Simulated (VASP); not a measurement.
# Sc (Im-3m) in VASP: further runs

The runs below take Sc through single point, with PBEsol.

All numbers are computed with VASP 6.6.1; they aren't measurements. Logs are shortened: lines on timing, memory, paths and dates and some standing lists are left out, and cuts for length are marked.

## Step 1: The cell of the first run

It takes space group Im-3m (No. 229, cubic). The conventional cell has a = 3.242 Å, b = 3.242 Å, c = 3.242 Å, α = 90.00°, β = 90.00°, γ = 90.00°. Within 3.7 Å of Sc (site symmetry m-3m) lie 14 Sc at 2.81 to 3.24 Å.

This isn't the form of Sc at room conditions, which is hcp.

## Step 2: Single point, PBEsol

File INCAR:

```
SYSTEM = Sc
  PREC = Accurate
  ENCUT = 500
  EDIFF = 1E-6
  ISMEAR = -1
  SIGMA = 0.05
  LREAL = .False.
  LASPH = .True.
  NELM = 120
  ALGO = Normal
  ISIF = 2
  LWAVE = .False.
  LCHARG = .False.
  GGA = PS
  NBANDS = 12
  GGA_COMPAT = .False.
```

File KPOINTS:

```
regular mesh
0
Gamma
  7 7 7
  0 0 0
```

File POSCAR:

```
Sc
1.0
   -1.6209734766      1.6209734766      1.6209734766
    1.6209734766     -1.6209734766      1.6209734766
    1.6209734766      1.6209734766     -1.6209734766
Sc
1
Direct
    0.0000000000      0.0000000000      0.0000000000
```

Potentials or basis: VASP PAW PBE potentials, release 64 (Sc_sv).

Command:

```
cat potpaw_PBE.64/Sc_sv/POTCAR > POTCAR
mpirun -np 1 vasp_std > vasp.out
```

OUTCAR:

```text
SYSTEM = Sc
   PREC = Accurate
   ENCUT = 500
   EDIFF = 1E-6
   ISMEAR = -1
   LREAL = .False.
   LASPH = .True.
   NELM = 120
   ISIF = 2
   GGA = PS

 ion  position               nearest neighbor table
   1  0.000  0.000  0.000-

  LATTYP: Found a body centered cubic cell.
 ALAT       =     3.2419469532

  Lattice vectors:

 A1 = (  -1.6209734766,   1.6209734766,   1.6209734766)
 A2 = (   1.6209734766,  -1.6209734766,   1.6209734766)
 A3 = (   1.6209734766,   1.6209734766,  -1.6209734766)

Analysis of symmetry for initial positions (statically):
=====================================================================
 Subroutine PRICEL returns:
 Original cell was already a primitive cell.

 Routine SETGRP: Setting up the symmetry group for a
 body centered cubic supercell.

 Subroutine GETGRP returns: Found 48 space group operations
 (whereof 48 operations were pure point group operations)
 out of a pool of 48 trial point group operations.

The static configuration has the point symmetry O_h .

Analysis of symmetry for dynamics (positions and initial velocities):
=====================================================================
 Subroutine PRICEL returns:
 Original cell was already a primitive cell.

 Routine SETGRP: Setting up the symmetry group for a
 body centered cubic supercell.

 Subroutine GETGRP returns: Found 48 space group operations
 (whereof 48 operations were pure point group operations)
 out of a pool of 48 trial point group operations.

The dynamic configuration has the point symmetry O_h .

 Subroutine INISYM returns: Found 48 space group operations
 (whereof 48 operations are pure point group operations),
 and found     1 'primitive' translations

----------------------------------------------------------------------------------------

                                     Primitive cell

  volume of cell :      17.0368

  direct lattice vectors                    reciprocal lattice vectors
    -1.620973477  1.620973477  1.620973477     0.000000000  0.308456620  0.308456620
     1.620973477 -1.620973477  1.620973477     0.308456620  0.000000000  0.308456620
     1.620973477  1.620973477 -1.620973477     0.308456620  0.308456620  0.000000000

  length of vectors
     2.807608419  2.807608419  2.807608419     0.436223536  0.436223536  0.436223536

  position of ions in fractional coordinates (direct lattice)
     0.000000000  0.000000000  0.000000000

  ion indices of the primitive-cell ions
   primitive index   ion index
                 1           1

----------------------------------------------------------------------------------------

 KPOINTS: regular mesh

Automatic generation of k-mesh.
 Grid dimensions read from file:
 generate k-points for:    7    7    7

 Generating k-lattice:

  Cartesian coordinates                     Fractional coordinates (reciprocal lattice)
     0.000000000  0.044065231  0.044065231     0.142857143  0.000000000  0.000000000
     0.044065231  0.000000000  0.044065231     0.000000000  0.142857143  0.000000000
     0.044065231  0.044065231  0.000000000     0.000000000  0.000000000  0.142857143

  Length of vectors
     0.062317648  0.062317648  0.062317648

  Shift w.r.t. Gamma in fractional coordinates (k-lattice)
     0.000000000  0.000000000  0.000000000

 Subroutine IBZKPT returns following result:
 ===========================================

 Found     20 irreducible k-points:

 Following reciprocal coordinates:
            Coordinates               Weight
  0.000000  0.000000  0.000000      1.000000
  0.142857  0.000000  0.000000     12.000000
  0.285714  0.000000  0.000000     12.000000
  0.428571  0.000000  0.000000     12.000000
  0.142857  0.142857  0.000000     24.000000
  0.285714  0.142857 -0.000000     48.000000
[... 12 lines left out ...]
 -0.428571 -0.428571  0.285714      8.000000
 -0.428571  0.428571  0.428571      6.000000
   k-points           NKPTS =     20   k-points in BZ     NKDIM =     20   number of bands    NBANDS=     12
   number of dos      NEDOS =    301   number of ions     NIONS =      1
   total plane-waves  NPLWV =   8000
   dimension x,y,z NGX =    20 NGY =   20 NGZ =   20
   dimension x,y,z NGXF=    40 NGYF=   40 NGZF=   40
   ions per type =               1
   NGX,Y,Z   is equivalent  to a cutoff of  11.84, 11.84, 11.84 a.u.
   NGXF,Y,Z  is equivalent  to a cutoff of  23.69, 23.69, 23.69 a.u.
 SYSTEM =  Sc
   PREC   = accura    normal or accurate (medium, high low for compatibility)
   ISTART =      0    job   : 0-new  1-cont  2-samecut
   ICHARG =      2    charge: 1-file 2-atom 10-const
   ISPIN  =      1    spin polarized calculation?
   LNONCOLLINEAR =      F non collinear calculations
   LSORBIT =      F    spin-orbit coupling
   LASPH  =      T    aspherical Exc in radial PAW
   ENCUT  =  500.0 eV  36.75 Ry    6.06 a.u.   5.12  5.12  5.12*2*pi/ulx,y,z
   NELM   =    120;   NELMIN=  2; NELMDL= -5     # of ELM steps
   EDIFF  = 0.1E-05   stopping-criterion for ELM
   LREAL  =      F    real-space projection
   EDIFFG = 0.1E-04   stopping-criterion for IOM
   NSW    =      0    number of steps for IOM
   IBRION =     -1    ionic relax: 0-MD 1-quasi-New 2-CG
   NFREE  =      0    steps in history (QN), initial steepest desc. (CG)
   ISIF   =      2    stress and relaxation
   ISYM   =      2    0-nonsym 1-usesym 2-fastsym
   POTIM  = 0.5000    time-step for ionic-motion
   TEBEG  =    0.0;   TEEND  =   0.0 temperature during run
   PSTRESS=    0.0 pullay stress
   NELECT =      11.0000    total number of electrons
   NUPDOWN=      -1.0000    fix difference up-down
   EMIN   =  10.00;   EMAX   =-10.00  energy-range for DOS
   EFERMI =   0.00;   METHOD = LEGACY
   ISMEAR =    -1;   SIGMA  =   0.05  broadening in eV -4-tet -1-fermi 0-gaus
   EFERMI_NEDOS =   21; number of points for ismear=-14 and -15
   IALGO  =     38    algorithm
   IMIX   =      4    mixing-type and parameters
     AMIX     =   0.40;   BMIX     =  1.00
     AMIX_MAG =   1.60;   BMIX_MAG =  1.00
  volume/ion in A,a.u.               =      17.04       114.97
  Fermi-wavevector in a.u.,A,eV,Ry     =   1.414957  2.673880 27.240258  2.002102
  Thomas-Fermi vector in A             =   2.536445
   LORBIT       =      0    0 simple, 1 ext, 2 COOP (PROOUT), +10 PAW based schemes
   GGA     = PS    functional components
   LHFCALC =     F    Hartree Fock is set to
   AEXX    =    0.0000 exact exchange contribution
   IVDW    =     0    specifies the selected vdW correction
   LEPSILON=     F    determine dielectric tensor
   LRPA    =     F    only Hartree local field effects (RPA)
 non-spin polarized calculation
  energy-cutoff  :      500.00
  volume of cell :       17.04
 maximum number of plane-waves:       444
   NGX = 11   NGY = 11   NGZ = 11

 number of electron      10.9999997 magnetization

 Free energy of the ion-electron system (eV)
  ---------------------------------------------------
  ext. energy  EPLUGINS =         0.00000000
  ---------------------------------------------------
  free energy    TOTEN  =        -5.98432720 eV

  energy without entropy =       -5.96932384  energy(sigma->0) =       -5.97682552

 E-fermi :   6.2159     XC(G=0): -11.6148

 val. band max:        6.1564200116   @ k =   0.2857   0.2857   0.1429
 cond. band min:       6.2224998869   @ k =   0.4286   0.1429  -0.0000
 fundamental gap:      0.0660798753
 Fermi energy:         6.2158642749

 k-point     1 :       0.0000    0.0000    0.0000
  band No.  band energies     occupation
      1     -42.3624      2.00000
      2     -20.4095      2.00000
      3     -20.4095      2.00000
      4     -20.4095      2.00000
      5       0.4626      2.00000
      6       8.0700      0.00000
      7       8.0700      0.00000
      8       8.0700      0.00000
      9      10.2736      0.00000
     10      10.2736      0.00000
     11      22.8849      0.00000
     12      22.8849      0.00000

 k-point     2 :       0.1429    0.0000    0.0000
  band No.  band energies     occupation
      1     -42.3089      2.00000
      2     -20.6702      2.00000
      3     -20.4841      2.00000
      4     -20.4127      2.00000
      5       1.2182      2.00000
      6       7.6520      0.00000
      7       7.8296      0.00000
      8       8.7107      0.00000
      9       9.8870      0.00000
     10      10.3019      0.00000
     11      22.7418      0.00000
     12      22.8954      0.00000

 k-point     3 :       0.2857    0.0000    0.0000
  band No.  band energies     occupation
      1     -42.1867      2.00000
      2     -21.2259      2.00000
      3     -20.6478      2.00000
      4     -20.4202      2.00000
      5       2.8933      2.00000
      6       6.8400      0.00001
      7       7.0758      0.00000
      8      10.0159      0.00000
      9      10.3897      0.00000
     10      10.4869      0.00000
     11      20.4957      0.00000
     12      21.2626      0.00000

 k-point     4 :       0.4286    0.0000    0.0000
  band No.  band energies     occupation
      1     -42.0867      2.00000
      2     -21.6461      2.00000
      3     -20.7755      2.00000
      4     -20.4265      2.00000
      5       3.6934      2.00000
      6       6.2802      0.43250
      7       7.6374      0.00000
      8      10.3358      0.00000
      9      10.7885      0.00000
     10      12.1697      0.00000
     11      17.6519      0.00000
     12      19.4803      0.00000

 k-point     5 :       0.1429    0.1429    0.0000
  band No.  band energies     occupation
      1     -42.2209      2.00000
      2     -21.0473      2.00000
      3     -20.5814      2.00000
      4     -20.4706      2.00000
      5       2.4990      2.00000
      6       7.0505      0.00000
      7       7.1627      0.00000
      8       9.6123      0.00000
      9       9.9897      0.00000
     10      10.6139      0.00000
     11      21.7527      0.00000
     12      21.9668      0.00000
[... 168 lines left out ...]
      1     -42.0465      2.00000
      2     -21.1952      2.00000
      3     -20.9189      2.00000
      4     -20.9189      2.00000
      5       4.4010      2.00000
      6       5.8270      1.99916
      7       8.7073      0.00000
      8       8.7073      0.00000
      9      10.2710      0.00000
     10      11.5906      0.00000
     11      21.5373      0.00000
     12      21.5380      0.00000

 k-point    18 :      -0.4286    0.4286    0.2857
  band No.  band energies     occupation
      1     -41.9673      2.00000
      2     -21.3989      2.00000
      3     -21.0634      2.00000
      4     -20.9549      2.00000
      5       4.6759      2.00000
      6       5.0024      2.00000
      7       8.8611      0.00000
      8       9.2684      0.00000
      9      11.8009      0.00000
     10      13.2119      0.00000
     11      17.6469      0.00000
     12      19.2684      0.00000

 k-point    19 :      -0.4286   -0.4286    0.2857
  band No.  band energies     occupation
      1     -41.9317      2.00000
      2     -21.2992      2.00000
      3     -21.2992      2.00000
      4     -20.9775      2.00000
      5       4.5590      2.00000
      6       4.5590      2.00000
      7       8.8065      0.00000
      8      11.1998      0.00000
      9      11.1998      0.00000
     10      15.9752      0.00000
     11      15.9752      0.00000
     12      16.6327      0.00000

 k-point    20 :      -0.4286    0.4286    0.4286
  band No.  band energies     occupation
      1     -41.9000      2.00000
      2     -21.2706      2.00000
      3     -21.2164      2.00000
      4     -21.2164      2.00000
      5       4.1017      2.00000
      6       4.1219      2.00000
      7      11.0636      0.00000
      8      11.0636      0.00000
      9      11.7514      0.00000
     10      14.3063      0.00000
     11      16.5796      0.00000
     12      16.5796      0.00000

------------------------ aborting loop because EDIFF is reached ----------------------------------------

  FORCE on cell =-STRESS in cart. coord.  units (eV):
  Direction    XX          YY          ZZ          XY          YZ          ZX
  --------------------------------------------------------------------------------------
  -------------------------------------------------------------------------------------
  Total        3.2072502      3.2072502      3.2072502     -0.0000000     -0.0000000     -0.0000000
  in kB      301.6169210    301.6169210    301.6169210     -0.0000000     -0.0000000     -0.0000000
  external PRESSURE =     301.6169210 kB  Pullay stress =       0.0000000 kB

 VOLUME and BASIS-vectors are now :
 -----------------------------------------------------------------------------
  energy-cutoff  :      500.00
  volume of cell :       17.04
      direct lattice vectors                 reciprocal lattice vectors
    -1.620973477  1.620973477  1.620973477     0.000000000  0.308456620  0.308456620
     1.620973477 -1.620973477  1.620973477     0.308456620  0.000000000  0.308456620
     1.620973477  1.620973477 -1.620973477     0.308456620  0.308456620  0.000000000

 POSITION                                       TOTAL-FORCE (eV/Angst)
 -----------------------------------------------------------------------------------
      0.00000      0.00000      0.00000        -0.000000      0.000000     -0.000000
 -----------------------------------------------------------------------------------
    total drift:                                0.000000     -0.000000      0.000000

  FREE ENERGIE OF THE ION-ELECTRON SYSTEM (eV)
  ---------------------------------------------------
  free  energy   TOTEN  =        -5.9843272029 eV

  energy  without entropy=       -5.9693238354  energy(sigma->0) =       -5.97682552
```

It took 2.1 s on 1 thread of Intel Xeon 6975P-C (Granite Rapids), shared host; peak memory 0.12 GiB.

Results:

```yaml
Free_energy: -5.9843 eV
Pressure: 30.2 GPa
Band_gap_on_the_k_mesh: zero (an odd number of electrons rules out a gap without spin polarisation)
```

Caveat: the k points lie up to 0.39 Å⁻¹ apart, too coarse for converged energies and pressures of a metal; the PAW data sets were made with another functional, which shifts forces and pressure a little.

(Part 1 of 2 ends here.)
